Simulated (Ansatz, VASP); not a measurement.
## BaTiO3 in VASP and in Ansatz

```
Ba Ti O
1.0
     4.02841    0.00000    0.00000
     0.00000    2.90461    2.92135
     0.00000   -2.90461    2.92135
Ba Ti O
1 1 3
Direct
  0.00000 0.01198 0.01198
  0.50000 0.52928 0.52928
  0.00000 0.48921 0.48921
  0.50000 0.49320 0.97322
  0.50000 0.97322 0.49320
```

Change from the starting cell: hydrostatic strain +1.6%.

Alike in both runs: task single point; functional r2SCAN; k mesh 6 × 6 × 6; no spin polarisation.

```csv
,VASP,Ansatz
version,VASP 6.6.1,Ansatz 0.2.0
potentials or method,"VASP PAW PBE potentials, release 64 (Ba_sv, Ti_sv, O)","plane waves, PAW"
plane-wave cutoff (eV),520,500
occupations,"gaussian, width 0.01 eV",fixed
valence electrons in the cell,40,40
```

VASP gave:

| Property | Result |
| --- | --- |
| gap on the k mesh at the Fermi level (eV) | 2.79 |
| pressure (GPa) | -3.7 |
| traceless stress, the component that is largest in VASP (GPa) | -1.79 |
| rms of the force components (eV/Å) | 0.078 |

Problem. What did Ansatz give for the same quantities?

Solution. gap on the k mesh at the Fermi level (eV): 2.80; pressure (GPa): -5.3; traceless stress, the component that is largest in VASP (GPa): -1.65; rms of the force components (eV/Å): 0.001.

VASP's potentials were made for PBE, not for r2SCAN. Atom by atom the forces differ by 0.077 eV/Å (rms over components).

Neither program's run includes spin-orbit coupling.
